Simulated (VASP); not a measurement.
# NiO2 (P-3m1) in VASP: single point with LDA+U

Aim: the single point of NiO2 with LDA+U.

Everything below comes from runs of VASP 6.6.1. Logs are shortened: lines on timing, memory, paths and dates and some standing lists are left out, and cuts for length are marked.

### Step 1. The cell of the first run

The structure is trigonal, space group P-3m1 (No. 164). Conventional cell: a = 2.799 Å, b = 2.799 Å, c = 4.618 Å, α = 90.00°, β = 90.00°, γ = 120.00°. Within 2.5 Å of Ni (site symmetry -3m) lie 6 O at 1.88 Å. Within 2.5 Å of O (site symmetry 3m) lie 3 Ni at 1.88 Å and 3 O at 2.50 Å.

### Step 2. Single point, LDA+U, collinear spin, ferromagnetic start

INCAR reads:

```
SYSTEM = NiO2
PREC     = Accurate       ! precision mode
ENCUT    = 520            ! plane-wave cutoff, eV
EDIFF    = 1E-6           ! SCF threshold, eV
ISMEAR   = 1              ! smearing method
SIGMA    = 0.01           ! smearing width, eV
LREAL    = .False.        ! projectors in reciprocal space
LASPH    = .True.         ! aspherical terms in the spheres
NELM     = 150            ! most SCF steps
ALGO     = Normal         ! electronic algorithm
ISIF     = 2              ! what is computed and relaxed
LWAVE    = .False.        ! write WAVECAR
LCHARG   = .False.        ! write CHGCAR
ISPIN    = 2              ! spin polarisation
MAGMOM   = 1 0 0          ! initial moments
LORBIT   = 11             ! projections on sites
LMAXMIX  = 4              ! l up to which the mixer works
LDAU     = .True.         ! DFT+U
LDAUTYPE = 2            
LDAUL    = 2 -1           ! shell
LDAUU    = 4.5 0          ! U, eV
LDAUJ    = 0 0          
LDAUPRINT= 1            
NBANDS   = 22             ! bands
```

KPOINTS reads:

```
regular mesh
0
Gamma
  11 11 6
  0 0 0
```

POSCAR reads:

```
NiO2
1.0
    2.7987818650      0.0000000000      0.0000000000
   -1.3993909325      2.4238161948      0.0000000000
    0.0000000000      0.0000000000      4.6182730000
Ni O
1 2
Direct
    0.0000000000      0.0000000000      0.5000000000
    0.3333333333      0.6666666667      0.2939610000
    0.6666666667      0.3333333333      0.7060390000
```

Potentials or basis: VASP PAW LDA potentials, release 64 (Ni, O).

Launch:

```sh
cat potpaw_LDA.64/Ni/POTCAR potpaw_LDA.64/O/POTCAR > POTCAR
mpirun -np 1 vasp_std > vasp.out
```

OUTCAR:

```text
SYSTEM = NiO2
   PREC = Accurate
   ENCUT = 520
   EDIFF = 1E-6
   ISMEAR = 1
   LREAL = .False.
   LASPH = .True.
   NELM = 150
   ISIF = 2
   ISPIN = 2
   LORBIT = 11

 ion  position               nearest neighbor table
   1  0.000  0.000  0.500-   2 1.88   3 1.88   3 1.88   2 1.88   3 1.88   2 1.88
   2  0.333  0.667  0.294-   1 1.88   1 1.88   1 1.88
   3  0.667  0.333  0.706-   1 1.88   1 1.88   1 1.88

  LATTYP: Found a hexagonal cell.
 ALAT       =     2.7987818650
 C/A-ratio  =     1.6501010878

  Lattice vectors:

 A1 = (   2.7987818650,   0.0000000000,   0.0000000000)
 A2 = (  -1.3993909325,   2.4238161948,   0.0000000000)
 A3 = (   0.0000000000,   0.0000000000,   4.6182730000)

Analysis of symmetry for initial positions (statically):
=====================================================================
 Subroutine PRICEL returns:
 Original cell was already a primitive cell.

 Routine SETGRP: Setting up the symmetry group for a
 hexagonal supercell.

 Subroutine GETGRP returns: Found 12 space group operations
 (whereof 12 operations were pure point group operations)
 out of a pool of 24 trial point group operations.

The static configuration has the point symmetry D_3d.

Analysis of symmetry for dynamics (positions and initial velocities):
=====================================================================
 Subroutine PRICEL returns:
 Original cell was already a primitive cell.

 Routine SETGRP: Setting up the symmetry group for a
 hexagonal supercell.

 Subroutine GETGRP returns: Found 12 space group operations
 (whereof 12 operations were pure point group operations)
 out of a pool of 24 trial point group operations.

The dynamic configuration has the point symmetry D_3d.

Analysis of structural, dynamic, and magnetic symmetry:
=====================================================================
 Subroutine PRICEL returns:
 Original cell was already a primitive cell.

 Routine SETGRP: Setting up the symmetry group for a
 hexagonal supercell.

 Subroutine GETGRP returns: Found 12 space group operations
 (whereof 12 operations were pure point group operations)
 out of a pool of 24 trial point group operations.

The overall configuration has the point symmetry D_3d.

 Subroutine INISYM returns: Found 12 space group operations
 (whereof 12 operations are pure point group operations),
 and found     1 'primitive' translations

----------------------------------------------------------------------------------------

                                     Primitive cell

  volume of cell :      31.3291

  direct lattice vectors                    reciprocal lattice vectors
     2.798781865  0.000000000  0.000000000     0.357298299  0.206286269  0.000000000
    -1.399390933  2.423816195  0.000000000     0.000000000  0.412572538  0.000000000
     0.000000000  0.000000000  4.618273000     0.000000000  0.000000000  0.216531158

  length of vectors
     2.798781865  2.798781865  4.618273000     0.412572538  0.412572538  0.216531158

  position of ions in fractional coordinates (direct lattice)
     0.000000000  0.000000000  0.500000000
     0.333333333  0.666666667  0.293961000
     0.666666667  0.333333333  0.706039000

  ion indices of the primitive-cell ions
   primitive index   ion index
                 1           1
                 2           2
                 3           3

----------------------------------------------------------------------------------------

 KPOINTS: regular mesh

Automatic generation of k-mesh.
 Grid dimensions read from file:
 generate k-points for:   11   11    6

 Generating k-lattice:

  Cartesian coordinates                     Fractional coordinates (reciprocal lattice)
     0.032481664  0.018753297  0.000000000     0.090909091  0.000000000  0.000000000
     0.000000000  0.037506594  0.000000000     0.000000000  0.090909091  0.000000000
     0.000000000  0.000000000  0.036088526     0.000000000  0.000000000  0.166666667

  Length of vectors
     0.037506594  0.037506594  0.036088526

  Shift w.r.t. Gamma in fractional coordinates (k-lattice)
     0.000000000  0.000000000  0.000000000

 Subroutine IBZKPT returns following result:
 ===========================================

 Found     84 irreducible k-points:

 Following reciprocal coordinates:
            Coordinates               Weight
  0.000000  0.000000  0.000000      1.000000
  0.090909  0.000000  0.000000      6.000000
  0.181818  0.000000  0.000000      6.000000
  0.272727  0.000000  0.000000      6.000000
  0.363636  0.000000  0.000000      6.000000
  0.454545  0.000000  0.000000      6.000000
[... 16 lines left out ...]
  0.000000  0.272727  0.166667      6.000000
  0.363636  0.000000  0.166667      6.000000
 [... further k-points ...]
   k-points           NKPTS =     84   k-points in BZ     NKDIM =     84   number of bands    NBANDS=     22
   number of dos      NEDOS =    301   number of ions     NIONS =      3
   total plane-waves  NPLWV =  20736
   dimension x,y,z NGX =    24 NGY =   24 NGZ =   36
   dimension x,y,z NGXF=    48 NGYF=   48 NGZF=   72
   ions per type =               1   2
   NGX,Y,Z   is equivalent  to a cutoff of  14.26, 14.26, 12.96 a.u.
   NGXF,Y,Z  is equivalent  to a cutoff of  28.51, 28.51, 25.92 a.u.
 SYSTEM =  NiO2
   PREC   = accura    normal or accurate (medium, high low for compatibility)
   ISTART =      0    job   : 0-new  1-cont  2-samecut
   ICHARG =      2    charge: 1-file 2-atom 10-const
   ISPIN  =      2    spin polarized calculation?
   LNONCOLLINEAR =      F non collinear calculations
   LSORBIT =      F    spin-orbit coupling
   LASPH  =      T    aspherical Exc in radial PAW
   ENCUT  =  520.0 eV  38.22 Ry    6.18 a.u.   5.20  5.20  8.59*2*pi/ulx,y,z
   NELM   =    150;   NELMIN=  2; NELMDL= -5     # of ELM steps
   EDIFF  = 0.1E-05   stopping-criterion for ELM
   LREAL  =      F    real-space projection
   EDIFFG = 0.1E-04   stopping-criterion for IOM
   NSW    =      0    number of steps for IOM
   IBRION =     -1    ionic relax: 0-MD 1-quasi-New 2-CG
   NFREE  =      0    steps in history (QN), initial steepest desc. (CG)
   ISIF   =      2    stress and relaxation
   ISYM   =      2    0-nonsym 1-usesym 2-fastsym
   POTIM  = 0.5000    time-step for ionic-motion
   TEBEG  =    0.0;   TEEND  =   0.0 temperature during run
   PSTRESS=    0.0 pullay stress
   NELECT =      22.0000    total number of electrons
   NUPDOWN=      -1.0000    fix difference up-down
   EMIN   =  10.00;   EMAX   =-10.00  energy-range for DOS
   EFERMI =   0.00;   METHOD = LEGACY
   ISMEAR =     1;   SIGMA  =   0.01  broadening in eV -4-tet -1-fermi 0-gaus
   EFERMI_NEDOS =   21; number of points for ismear=-14 and -15
   IALGO  =     38    algorithm
   IMIX   =      4    mixing-type and parameters
     AMIX     =   0.40;   BMIX     =  1.00
     AMIX_MAG =   1.60;   BMIX_MAG =  1.00
  volume/ion in A,a.u.               =      10.44        70.47
  Fermi-wavevector in a.u.,A,eV,Ry     =   1.455123  2.749783 28.808732  2.117382
  Thomas-Fermi vector in A             =   2.572194
   LORBIT       =     11    0 simple, 1 ext, 2 COOP (PROOUT), +10 PAW based schemes
 LDA+U is selected, type is set to LDAUTYPE =  2
   angular momentum for each species LDAUL =     2   -1
   U (eV)           for each species LDAUU =   4.5  0.0
   J (eV)           for each species LDAUJ =   0.0  0.0
   GGA     = CA    functional components
   LHFCALC =     F    Hartree Fock is set to
   AEXX    =    0.0000 exact exchange contribution
   IVDW    =     0    specifies the selected vdW correction
   LEPSILON=     F    determine dielectric tensor
   LRPA    =     F    only Hartree local field effects (RPA)
 spin polarized calculation
 Methfessel and Paxton  Order N= 1 SIGMA  =   0.01
  energy-cutoff  :      520.00
  volume of cell :       31.33
 maximum number of plane-waves:       856
 NGX is ok and might be reduce to    24
   NGX = 11   NGY = 11   NGZ = 17

 number of electron      22.0000018 magnetization       0.0002491

atom =   1  type =  1  l = 2

 onsite density matrix

spin component  1

  0.8458 -0.0000  0.0000 -0.1808 -0.0000
 -0.0000  0.7576 -0.0000 -0.0000 -0.1808
  0.0000 -0.0000  0.9831  0.0000  0.0000
 -0.1808 -0.0000  0.0000  0.7576  0.0000
 -0.0000 -0.1808  0.0000  0.0000  0.8458

spin component  2

  0.8459 -0.0000  0.0000 -0.1809 -0.0000
 -0.0000  0.7577 -0.0000 -0.0000 -0.1809
  0.0000 -0.0000  0.9831  0.0000  0.0000
 -0.1809 -0.0000  0.0000  0.7577  0.0000
 -0.0000 -0.1809  0.0000  0.0000  0.8459

 occupancies and eigenvectors

  o =  0.6156  v = -0.6177 -0.0000  0.0000 -0.7864 -0.0000  0.0000  0.0000  0.0000  0.0000  0.0000      0.0000  0.0000  0.0000  0.0000  0.0000  0.0000  0.0000  0.0000  0.0000  0.0000
  o =  0.6156  v = -0.0000  0.7864 -0.0000 -0.0000  0.6177  0.0000  0.0000  0.0000  0.0000  0.0000      0.0000  0.0000  0.0000  0.0000  0.0000  0.0000  0.0000  0.0000  0.0000  0.0000
  o =  0.6156  v =  0.0000  0.0000  0.0000  0.0000  0.0000 -0.6177  0.0000 -0.0000 -0.7864  0.0000      0.0000  0.0000  0.0000  0.0000  0.0000  0.0000  0.0000  0.0000  0.0000  0.0000
  o =  0.6156  v =  0.0000  0.0000  0.0000  0.0000  0.0000 -0.0000 -0.7864  0.0000 -0.0000 -0.6177      0.0000  0.0000  0.0000  0.0000  0.0000  0.0000  0.0000  0.0000  0.0000  0.0000
  o =  0.9831  v =  0.0000 -0.0000 -1.0000 -0.0000  0.0000  0.0000  0.0000  0.0000  0.0000  0.0000      0.0000  0.0000  0.0000  0.0000  0.0000  0.0000  0.0000  0.0000  0.0000  0.0000
  o =  0.9831  v =  0.0000  0.0000  0.0000  0.0000  0.0000  0.0000 -0.0000 -1.0000 -0.0000  0.0000      0.0000  0.0000  0.0000  0.0000  0.0000  0.0000  0.0000  0.0000  0.0000  0.0000
  o =  0.9879  v =  0.7864 -0.0000  0.0000 -0.6177  0.0000  0.0000  0.0000  0.0000  0.0000  0.0000      0.0000  0.0000  0.0000  0.0000  0.0000  0.0000  0.0000  0.0000  0.0000  0.0000
  o =  0.9879  v = -0.0000 -0.6177  0.0000  0.0000  0.7864  0.0000  0.0000  0.0000  0.0000  0.0000      0.0000  0.0000  0.0000  0.0000  0.0000  0.0000  0.0000  0.0000  0.0000  0.0000
  o =  0.9880  v =  0.0000  0.0000  0.0000  0.0000  0.0000  0.7864  0.0000 -0.0000 -0.6177 -0.0000      0.0000  0.0000  0.0000  0.0000  0.0000  0.0000  0.0000  0.0000  0.0000  0.0000
  o =  0.9880  v =  0.0000  0.0000  0.0000  0.0000  0.0000 -0.0000  0.6177 -0.0000  0.0000 -0.7864      0.0000  0.0000  0.0000  0.0000  0.0000  0.0000  0.0000  0.0000  0.0000  0.0000

 number of electron      22.0000018 magnetization      -0.0000179

 Free energy of the ion-electron system (eV)
  ---------------------------------------------------
  ext. energy  EPLUGINS =         0.00000000
  ---------------------------------------------------
  free energy    TOTEN  =       -17.64538974 eV

  energy without entropy =      -17.64538974  energy(sigma->0) =      -17.64538974

 E-fermi :   1.9259     XC(G=0): -11.4041

 val. band max:        1.8335126091   @ k =   0.1818   0.0000   0.0000
 cond. band min:       3.0285807176   @ k =   0.2727   0.0000   0.3333
 fundamental gap:      1.1950681085
 Fermi energy:         1.9258793034

 spin component 1

 k-point     1 :       0.0000    0.0000    0.0000
  band No.  band energies     occupation
      1     -16.9683      1.00000
      2     -14.4740      1.00000
      3      -4.1199      1.00000
      4      -3.5099      1.00000
      5      -3.5099      1.00000
      6      -1.2284      1.00000
[... 14 lines left out ...]
     21      25.2910      0.00000
     22      26.1593      0.00000
[... 1158 lines left out ...]
      2     -14.6900      1.00000
      3      -4.3585      1.00000
      4      -2.6886      1.00000
      5      -2.6732      1.00000
      6      -2.3268      1.00000
[... 14 lines left out ...]
     21      26.1917      0.00000
     22      27.4306      0.00000

 [... further k-points ...]
[... 5 lines left out ...]
  --------------------------------------------------------------------------------------
  -------------------------------------------------------------------------------------
  Total       -3.5967347     -3.5967347     -2.3767426      0.0000000      0.0000000      0.0000000
  in kB     -183.9376562   -183.9376562   -121.5470415      0.0000000      0.0000000      0.0000000
  external PRESSURE =    -163.1407846 kB  Pullay stress =       0.0000000 kB

 VOLUME and BASIS-vectors are now :
 -----------------------------------------------------------------------------
  energy-cutoff  :      520.00
  volume of cell :       31.33
      direct lattice vectors                 reciprocal lattice vectors
     2.798781865  0.000000000  0.000000000     0.357298299  0.206286269  0.000000000
    -1.399390933  2.423816195  0.000000000     0.000000000  0.412572538  0.000000000
     0.000000000  0.000000000  4.618273000     0.000000000  0.000000000  0.216531158

 POSITION                                       TOTAL-FORCE (eV/Angst)
 -----------------------------------------------------------------------------------
      0.00000      0.00000      2.30914         0.000000      0.000000      0.000000
     -0.00000      1.61588      1.35759        -0.000000     -0.000000      1.097030
      1.39939      0.80794      3.26068         0.000000      0.000000     -1.097030
 -----------------------------------------------------------------------------------
    total drift:                               -0.000000      0.000000      0.000000

  FREE ENERGIE OF THE ION-ELECTRON SYSTEM (eV)
  ---------------------------------------------------
  free  energy   TOTEN  =       -17.6453897362 eV

  energy  without entropy=      -17.6453897362  energy(sigma->0) =      -17.64538974

 total charge

# of ion       s       p       d       tot
------------------------------------------
    1        0.501   0.797   8.343   9.641
    2        1.581   3.288   0.000   4.869
    3        1.581   3.288   0.000   4.869
--------------------------------------------------
tot          3.663   7.372   8.343  19.379

 magnetization (x)

# of ion       s       p       d       tot
------------------------------------------
    1       -0.000  -0.000  -0.000  -0.000
    2       -0.000   0.000   0.000   0.000
    3       -0.000   0.000   0.000   0.000
--------------------------------------------------
tot         -0.000   0.000  -0.000  -0.000
```

Wall time 54 s (1 thread of Intel Xeon Platinum 8488C (Sapphire Rapids), shared host); peak memory 0.21 GiB.

Results:

```
Free energy                                           : -17.6454 eV
Pressure                                              : -16.3 GPa
Largest force                                         : 1.097 eV/Å
Band gap on the k mesh                                : 1.20 eV, indirect (least direct gap 1.41 eV)
Net moment                                            : 0.00 μB per cell
Valence electrons inside the program's atomic spheres : Ni 9.64; O 4.87
```

Forces on the atoms (eV/Å):
```
Ni   0.000  0.000  0.000
O    0.000  0.000  1.097
O    0.000  0.000 -1.097
```

Eigenvalues of the final occupation matrices:
```tsv
site	spin	trace	eigenvalues
site 1 d	1	4.19	0.62 0.62 0.98 0.99 0.99
site 1 d	2	4.19	0.62 0.62 0.98 0.99 0.99
```

Caveat: forces of over 1 eV/Å act on the atoms, so gaps and moduli don't describe the material at rest.
